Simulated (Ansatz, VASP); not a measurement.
## C: VASP beside Ansatz

File POSCAR:

```
C
1.0
    1.2280479700     -2.1270618200      0.0000000000
    1.2280479700      2.1270618200      0.0000000000
    0.0000000000      0.0000000000      7.1732677600
C
4
Direct
    0.0833794600      0.9166205400      0.7531376000
    0.5833794600      0.4166205400      0.2468624000
    0.9166205400      0.0833794600      0.2468624000
    0.4166205400      0.5833794600      0.7531376000
```

Contents of INCAR.step1:

```
  PREC = Accurate
  ENCUT = 600
  ISMEAR = 0
  SIGMA = 0.1
  LREAL = F
  LASPH = T
  NELM = 60
  GGA = PE
  ALGO = Normal
  EDIFF = 1E-4
  LWAVE = T
  LCHARG = F
```

INCAR.step2

```
  PREC = Accurate
  ENCUT = 600
  EDIFF = 1E-7
  ISMEAR = 0
  SIGMA = 0.1
  LREAL = F
  LASPH = T
  NELM = 60
  ALGO = Normal
  ISIF = 3
  LWAVE = F
  LCHARG = F
  METAGGA = R2SCAN
  LMIXTAU = T
  IBRION = 2
  NSW = 80
  EDIFFG = -0.01
  ISTART = 1
```

Contents of KPOINTS:

```
regular mesh
0
Gamma
  1 1 1
```

Input for Ansatz:

```yaml
crystal:
  lattice:
    - [1.22804797, -2.12706182, 0.0]
    - [1.22804797, 2.12706182, 0.0]
    - [0.0, 0.0, 7.17326776]
  atoms:
    - { symbol: C, position: [0.08337946, 0.91662054, 0.7531376] }
    - { symbol: C, position: [0.58337946, 0.41662054, 0.2468624] }
    - { symbol: C, position: [0.91662054, 0.08337946, 0.2468624] }
    - { symbol: C, position: [0.41662054, 0.58337946, 0.7531376] }
basis:
  ecutwfc: 500
kpoints:
  mp_grid: { grid: [1, 1, 1] }
hamiltonian:
  xc: r2scan
scf:
  occupations: { method: gaussian, width: 0.1 }
output:
  forces: true
  stress: true
  eigenvalues: true
relax:
  adjacent_minimum: "off"
  f_tol: 0.01
  max_steps: 60
  cell: { stress_tol: 0.05 }
```

Alike in both runs: task relaxation of cell and atoms; functional r2SCAN; k mesh 1 × 1 × 1; occupations gaussian, width 0.1 eV; no spin polarisation.

|  | VASP | Ansatz |
| --- | --- | --- |
| version | VASP 6.6.1 | Ansatz 0.2.0 |
| potentials or method | VASP PAW PBE potentials, release 64 (C), cutoff 600 eV | scalar-relativistic, plane waves, PAW |
| valence electrons in the cell | 16 | 16 |

```tsv
	VASP	Ansatz	Ansatz less VASP
gap on the k mesh at the Fermi level, each at its own relaxed structure (eV)	6.31	6.72	+0.409
relaxed volume (Å³/atom)	12.20	15.60	+3.402
relaxed cell length with the largest relative difference (Å)	8.928	11.446	+2.5181
```

VASP's potentials were made for PBE, not for r2SCAN. One of these differences is far larger than is usual between the two programs; its cause wasn't traced.

The k mesh is coarse, so the values compare programs but aren't converged. Noted on VASP's run: the volume moved by over 15 % at a fixed basis, so the end points are rough.
